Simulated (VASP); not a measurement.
# Si (P6/mmm) in VASP: further runs

Si is run at these levels: LDA; tasks: single point.

Program: VASP 6.6.1. These are calculated values, not measurements. Logs are shortened: lines on timing, memory, paths and dates and some standing lists are left out, and cuts for length are marked.

## Step 1: The cell of the first run

Symmetry: P6/mmm, No. 191, hexagonal system. The conventional cell has a = 2.490 Å, b = 2.490 Å, c = 2.528 Å, α = 90.00°, β = 90.00°, γ = 120.00°. Within 3.3 Å of Si (site symmetry 6/mmm) lie 8 Si at 2.49 to 2.53 Å.

This isn't the form of Si at room conditions, which is diamond.

## Step 2: Single point, LDA (strain -0.050 along x and y, +0.025 along z)

File INCAR:

```
SYSTEM = Si
PREC = Accurate ; ENCUT = 520
EDIFF = 1E-7 ; ISMEAR = 0
SIGMA = 0.15 ; LREAL = .FALSE.
LASPH = .TRUE. ; NELM = 100
ALGO = Normal ; ISIF = 2
LWAVE = .FALSE. ; LCHARG = .FALSE.
GGA = CA ; NBANDS = 8
```

File KPOINTS:

```
regular mesh
0
G
  24 24 20
  0 0 0
```

File POSCAR:

```
Si
1.0
    2.4895156742      0.0000000000      0.0000000000
   -1.2447578371      2.1559838169      0.0000000000
    0.0000000000      0.0000000000      2.5280132497
Si
1
Direct
    0.0000000000      0.0000000000      0.0000000000
```

Potentials or basis: VASP PAW LDA potentials, release 64 (Si).

The run is started by

```sh
> cat potpaw_LDA.64/Si/POTCAR > POTCAR
> mpirun -np 1 vasp_std > vasp.out
```

OUTCAR:

```text
SYSTEM = Si
   PREC = Accurate
   ENCUT = 520
   EDIFF = 1E-7
   ISMEAR = 0
   LREAL = .FALSE.
   LASPH = .TRUE.
   NELM = 100
   ISIF = 2
   GGA = CA

 ion  position               nearest neighbor table
   1  0.000  0.000  0.000-

  LATTYP: Found a hexagonal cell.
 ALAT       =     2.4895156742
 C/A-ratio  =     1.0154638815

  Lattice vectors:

 A1 = (   2.4895156742,   0.0000000000,   0.0000000000)
 A2 = (  -1.2447578371,   2.1559838169,   0.0000000000)
 A3 = (   0.0000000000,   0.0000000000,   2.5280132497)

Analysis of symmetry for initial positions (statically):
=====================================================================
 Subroutine PRICEL returns:
 Original cell was already a primitive cell.

 Routine SETGRP: Setting up the symmetry group for a
 hexagonal supercell.

 Subroutine GETGRP returns: Found 24 space group operations
 (whereof 24 operations were pure point group operations)
 out of a pool of 24 trial point group operations.

The static configuration has the point symmetry D_6h.

Analysis of symmetry for dynamics (positions and initial velocities):
=====================================================================
 Subroutine PRICEL returns:
 Original cell was already a primitive cell.

 Routine SETGRP: Setting up the symmetry group for a
 hexagonal supercell.

 Subroutine GETGRP returns: Found 24 space group operations
 (whereof 24 operations were pure point group operations)
 out of a pool of 24 trial point group operations.

The dynamic configuration has the point symmetry D_6h.

 Subroutine INISYM returns: Found 24 space group operations
 (whereof 24 operations are pure point group operations),
 and found     1 'primitive' translations

----------------------------------------------------------------------------------------

                                     Primitive cell

  volume of cell :      13.5687

  direct lattice vectors                    reciprocal lattice vectors
     2.489515674  0.000000000  0.000000000     0.401684557  0.231912687  0.000000000
    -1.244757837  2.155983817  0.000000000     0.000000000  0.463825374  0.000000000
     0.000000000  0.000000000  2.528013250     0.000000000  0.000000000  0.395567547

  length of vectors
     2.489515674  2.489515674  2.528013250     0.463825374  0.463825374  0.395567547

  position of ions in fractional coordinates (direct lattice)
     0.000000000  0.000000000  0.000000000

  ion indices of the primitive-cell ions
   primitive index   ion index
                 1           1

----------------------------------------------------------------------------------------

 KPOINTS: regular mesh

Automatic generation of k-mesh.
 Grid dimensions read from file:
 generate k-points for:   24   24   20

 Generating k-lattice:

  Cartesian coordinates                     Fractional coordinates (reciprocal lattice)
     0.016736857  0.009663029  0.000000000     0.041666667  0.000000000  0.000000000
     0.000000000  0.019326057  0.000000000     0.000000000  0.041666667  0.000000000
     0.000000000  0.000000000  0.019778377     0.000000000  0.000000000  0.050000000

  Length of vectors
     0.019326057  0.019326057  0.019778377

  Shift w.r.t. Gamma in fractional coordinates (k-lattice)
     0.000000000  0.000000000  0.000000000

 Subroutine IBZKPT returns following result:
 ===========================================

 Found    671 irreducible k-points:

 Following reciprocal coordinates:
            Coordinates               Weight
  0.000000  0.000000  0.000000      1.000000
  0.041667  0.000000  0.000000      6.000000
  0.083333  0.000000  0.000000      6.000000
  0.125000 -0.000000  0.000000      6.000000
  0.166667 -0.000000  0.000000      6.000000
  0.208333 -0.000000  0.000000      6.000000
[... 16 lines left out ...]
  0.416667  0.041667  0.000000     12.000000
  0.458333  0.041667  0.000000     12.000000
 [... further k-points ...]
   k-points           NKPTS =    671   k-points in BZ     NKDIM =    671   number of bands    NBANDS=      8
   number of dos      NEDOS =    301   number of ions     NIONS =      1
   total plane-waves  NPLWV =   8000
   dimension x,y,z NGX =    20 NGY =   20 NGZ =   20
   dimension x,y,z NGXF=    40 NGYF=   40 NGZF=   40
   ions per type =               1
   NGX,Y,Z   is equivalent  to a cutoff of  13.36, 13.36, 13.15 a.u.
   NGXF,Y,Z  is equivalent  to a cutoff of  26.71, 26.71, 26.30 a.u.
 SYSTEM =  Si
   PREC   = accura    normal or accurate (medium, high low for compatibility)
   ISTART =      0    job   : 0-new  1-cont  2-samecut
   ICHARG =      2    charge: 1-file 2-atom 10-const
   ISPIN  =      1    spin polarized calculation?
   LNONCOLLINEAR =      F non collinear calculations
   LSORBIT =      F    spin-orbit coupling
   LASPH  =      T    aspherical Exc in radial PAW
   ENCUT  =  520.0 eV  38.22 Ry    6.18 a.u.   4.63  4.63  4.70*2*pi/ulx,y,z
   NELM   =    100;   NELMIN=  2; NELMDL= -5     # of ELM steps
   EDIFF  = 0.1E-06   stopping-criterion for ELM
   LREAL  =      F    real-space projection
   EDIFFG = 0.1E-05   stopping-criterion for IOM
   NSW    =      0    number of steps for IOM
   IBRION =     -1    ionic relax: 0-MD 1-quasi-New 2-CG
   NFREE  =      0    steps in history (QN), initial steepest desc. (CG)
   ISIF   =      2    stress and relaxation
   ISYM   =      2    0-nonsym 1-usesym 2-fastsym
   POTIM  = 0.5000    time-step for ionic-motion
   TEBEG  =    0.0;   TEEND  =   0.0 temperature during run
   PSTRESS=    0.0 pullay stress
   NELECT =       4.0000    total number of electrons
   NUPDOWN=      -1.0000    fix difference up-down
   EMIN   =  10.00;   EMAX   =-10.00  energy-range for DOS
   EFERMI =   0.00;   METHOD = LEGACY
   ISMEAR =     0;   SIGMA  =   0.15  broadening in eV -4-tet -1-fermi 0-gaus
   EFERMI_NEDOS =   21; number of points for ismear=-14 and -15
   IALGO  =     38    algorithm
   IMIX   =      4    mixing-type and parameters
     AMIX     =   0.40;   BMIX     =  1.00
     AMIX_MAG =   1.60;   BMIX_MAG =  1.00
  volume/ion in A,a.u.               =      13.57        91.57
  Fermi-wavevector in a.u.,A,eV,Ry     =   1.089553  2.058956 16.151819  1.187125
  Thomas-Fermi vector in A             =   2.225758
   LORBIT       =      0    0 simple, 1 ext, 2 COOP (PROOUT), +10 PAW based schemes
   GGA     = CA    functional components
   LHFCALC =     F    Hartree Fock is set to
   AEXX    =    0.0000 exact exchange contribution
   IVDW    =     0    specifies the selected vdW correction
   LEPSILON=     F    determine dielectric tensor
   LRPA    =     F    only Hartree local field effects (RPA)
 non-spin polarized calculation
 Gauss-broadening in eV      SIGMA  =   0.15
  energy-cutoff  :      520.00
  volume of cell :       13.57
 maximum number of plane-waves:       393
 NGX is ok and might be reduce to    20
   NGX =  9   NGY =  9   NGZ =  9

 number of electron       4.0000000 magnetization

 Free energy of the ion-electron system (eV)
  ---------------------------------------------------
  ext. energy  EPLUGINS =         0.00000000
  ---------------------------------------------------
  free energy    TOTEN  =        -5.66366764 eV

  energy without entropy =       -5.66002258  energy(sigma->0) =       -5.66184511

 E-fermi :  10.6676     XC(G=0): -11.4567

 val. band max:       10.6672685564   @ k =   0.3333   0.2083   0.2000
 cond. band min:      10.6750346258   @ k =   0.3750   0.2500   0.4000
 fundamental gap:      0.0077660695
 Fermi energy:        10.6676083311

 k-point     1 :       0.0000    0.0000    0.0000
  band No.  band energies     occupation
      1      -4.1582      2.00000
      2      16.8140      0.00000
      3      17.3133      0.00000
      4      23.3624      0.00000
      5      23.3624      0.00000
      6      24.0855      0.00000
      7      24.0855      0.00000
      8      29.9962      0.00000

 k-point     2 :       0.0417    0.0000    0.0000
  band No.  band energies     occupation
      1      -4.1041      2.00000
      2      16.8599      0.00000
      3      17.2839      0.00000
      4      22.3766      0.00000
      5      22.6209      0.00000
      6      24.4560      0.00000
      7      24.9179      0.00000
      8      30.6056      0.00000

 k-point     3 :       0.0833    0.0000    0.0000
  band No.  band energies     occupation
      1      -3.9420      2.00000
      2      16.9976      0.00000
      3      17.1438      0.00000
      4      20.8753      0.00000
      5      21.6963      0.00000
      6      24.5167      0.00000
      7      26.1149      0.00000
      8      32.0135      0.00000

 k-point     4 :       0.1250   -0.0000    0.0000
  band No.  band energies     occupation
      1      -3.6720      2.00000
      2      16.6775      0.00000
      3      17.2269      0.00000
      4      19.5643      0.00000
      5      20.8444      0.00000
      6      24.3321      0.00000
      7      27.4189      0.00000
      8      33.1138      0.00000

 k-point     5 :       0.1667   -0.0000    0.0000
  band No.  band energies     occupation
      1      -3.2949      2.00000
      2      15.5882      0.00000
      3      17.5476      0.00000
      4      18.8508      0.00000
      5      20.0793      0.00000
      6      24.1190      0.00000
      7      28.8132      0.00000
      8      33.9214      0.00000
[... 177 lines left out ...]
 k-point    22 :       0.3750    0.0417    0.0000
  band No.  band energies     occupation
      1       0.6948      2.00000
      2       6.8815      2.00000
      3      16.1608      0.00000
      4      19.3346      0.00000
      5      20.9282      0.00000
      6      25.9396      0.00000
      7      26.5968      0.00000
      8      31.4068      0.00000

 k-point    23 :       0.4167    0.0417    0.0000
  band No.  band energies     occupation
      1       1.7431      2.00000
      2       5.4613      2.00000
      3      15.9949      0.00000
      4      19.2498      0.00000
      5      21.7714      0.00000
      6      25.4269      0.00000
      7      26.8150      0.00000
      8      30.1570      0.00000

 k-point    24 :       0.4583    0.0417    0.0000
  band No.  band energies     occupation
      1       2.8882      2.00000
      2       4.1295      2.00000
      3      15.9111      0.00000
      4      19.2041      0.00000
      5      22.5285      0.00000
      6      24.5051      0.00000
      7      27.8250      0.00000
      8      28.9522      0.00000

 [... further k-points ...]

------------------------ aborting loop because EDIFF is reached ----------------------------------------

  FORCE on cell =-STRESS in cart. coord.  units (eV):
  Direction    XX          YY          ZZ          XY          YZ          ZX
  --------------------------------------------------------------------------------------
  -------------------------------------------------------------------------------------
  Total        1.4499571      1.4499571     -0.3733938      0.0000000     -0.0000000      0.0000000
  in kB      171.2087795    171.2087795    -44.0897814      0.0000000     -0.0000000      0.0000000
  external PRESSURE =      99.4425925 kB  Pullay stress =       0.0000000 kB

 VOLUME and BASIS-vectors are now :
 -----------------------------------------------------------------------------
  energy-cutoff  :      520.00
  volume of cell :       13.57
      direct lattice vectors                 reciprocal lattice vectors
     2.489515674  0.000000000  0.000000000     0.401684557  0.231912687  0.000000000
    -1.244757837  2.155983817  0.000000000     0.000000000  0.463825374  0.000000000
     0.000000000  0.000000000  2.528013250     0.000000000  0.000000000  0.395567547

 POSITION                                       TOTAL-FORCE (eV/Angst)
 -----------------------------------------------------------------------------------
      0.00000      0.00000      0.00000        -0.000000      0.000000      0.000000
 -----------------------------------------------------------------------------------
    total drift:                               -0.000000     -0.000000      0.000000

  FREE ENERGIE OF THE ION-ELECTRON SYSTEM (eV)
  ---------------------------------------------------
  free  energy   TOTEN  =        -5.6636676388 eV

  energy  without entropy=       -5.6600225790  energy(sigma->0) =       -5.66184511
```

Run time: 78 s. Hardware: 1 thread of Intel Xeon 8259CL, shared host; peak memory 0.16 GiB.

What came out:

```
Free energy            : -5.6637 eV
Pressure               : 9.9 GPa
Band gap on the k mesh : zero (bands 2 and 3 overlap by 11.07 eV)
```

Levels at points of the mesh, in eV from the Fermi level:
| k point | band 1 | band 2 | band 3 | band 4 | band 5 | band 6 |
| --- | --- | --- | --- | --- | --- | --- |
| (0.00, 0.00, 0.00) | -14.83 | 6.15 | 6.65 | 12.69 | 12.69 | 13.42 |
| (0.50, 0.00, 0.00) | -7.24 | -7.18 | 6.53 | 7.22 | 11.99 | 13.63 |
| (0.00, 0.00, 0.50) | -10.51 | -7.80 | 15.59 | 15.59 | 15.83 | 15.83 |
| (0.50, 0.00, 0.50) | -3.84 | -2.15 | -1.69 | 1.22 | 9.69 | 13.10 |

Caveat: the cell differs from its parent crystal (strain -0.050 along x and y, +0.025 along z); the cell stands under pressure.

## Step 3: Single point, LDA (strain -0.025 along x and y, -0.025 along z)

File INCAR:

```
PREC = Accurate
ENCUT = 520
EDIFF = 1E-6
ISMEAR = 0
SIGMA = 0.15
LREAL = F
LASPH = T
NELM = 100
ALGO = Normal
ISIF = 2
LWAVE = F
LCHARG = F
GGA = CA
NBANDS = 8
```

File KPOINTS:

```
regular mesh
0
Gamma
  24 24 20
```

File POSCAR:

```
Si
1.0
    2.5550292445      0.0000000000      0.0000000000
   -1.2775146223      2.2127202332      0.0000000000
    0.0000000000      0.0000000000      2.4046955302
Si
1
Direct
    0.0000000000      0.0000000000      0.0000000000
```

Potentials or basis: VASP PAW LDA potentials, release 64 (Si).

The run is started by

```sh
> cat potpaw_LDA.64/Si/POTCAR > POTCAR
> mpirun -np 1 vasp_std > vasp.out
```

OUTCAR:

```text
PREC = Accurate
   ENCUT = 520
   EDIFF = 1E-6
   ISMEAR = 0
   LREAL = F
   LASPH = T
   NELM = 100
   ISIF = 2
   GGA = CA

 ion  position               nearest neighbor table
   1  0.000  0.000  0.000-

  LATTYP: Found a hexagonal cell.
 ALAT       =     2.5550292445
 C/A-ratio  =     0.9411616463

  Lattice vectors:

 A1 = (   2.5550292445,   0.0000000000,   0.0000000000)
 A2 = (  -1.2775146223,   2.2127202332,   0.0000000000)
[... 442 lines left out ...]
      6      26.4374      0.00000
      7      28.4193      0.00000
      8      30.5274      0.00000

 [... further k-points ...]

------------------------ aborting loop because EDIFF is reached ----------------------------------------

  FORCE on cell =-STRESS in cart. coord.  units (eV):
  Direction    XX          YY          ZZ          XY          YZ          ZX
  --------------------------------------------------------------------------------------
  -------------------------------------------------------------------------------------
  Total        0.7748273      0.7748273      0.8558582     -0.0000000      0.0000000      0.0000000
  in kB       91.3130881     91.3130881    100.8625495     -0.0000000      0.0000000      0.0000000
  external PRESSURE =      94.4962419 kB  Pullay stress =       0.0000000 kB

 VOLUME and BASIS-vectors are now :
 -----------------------------------------------------------------------------
  energy-cutoff  :      520.00
  volume of cell :       13.60
      direct lattice vectors                 reciprocal lattice vectors
     2.555029245  0.000000000  0.000000000     0.391384953  0.225966208  0.000000000
    -1.277514622  2.212720233  0.000000000     0.000000000  0.451932416  0.000000000
     0.000000000  0.000000000  2.404695530     0.000000000  0.000000000  0.415853062

 POSITION                                       TOTAL-FORCE (eV/Angst)
 -----------------------------------------------------------------------------------
      0.00000      0.00000      0.00000         0.000000      0.000000      0.000000
 -----------------------------------------------------------------------------------
    total drift:                                0.000000      0.000000      0.000000

  FREE ENERGIE OF THE ION-ELECTRON SYSTEM (eV)
  ---------------------------------------------------
  free  energy   TOTEN  =        -5.7120620100 eV

  energy  without entropy=       -5.7075975563  energy(sigma->0) =       -5.70982978
```

stdout:

```text
POSCAR found type information on POSCAR Si
 POSCAR found :  1 types and       1 ions
 scaLAPACK will be used
 LDA part: xc-table for (Slater(with rela. corr.)+CA(PZ))
 , standard interpolation
 POSCAR, INCAR and KPOINTS ok, starting setup
 FFT: planning ... GRIDC
 FFT: planning ... GRID_SOFT
 FFT: planning ... GRID
 WAVECAR not read
 entering main loop
```

Wall time 60 s (1 thread of Intel Xeon 8259CL, shared host); peak memory 0.16 GiB.

What came out:

```yaml
Free_energy: -5.7121 eV
Pressure: 9.4 GPa
Band_gap_on_the_k_mesh: zero (bands 2 and 3 overlap by 12.52 eV)
```

Caveat: the cell differs from its parent crystal (strain -0.025 along x and y, -0.025 along z); the cell stands under pressure.
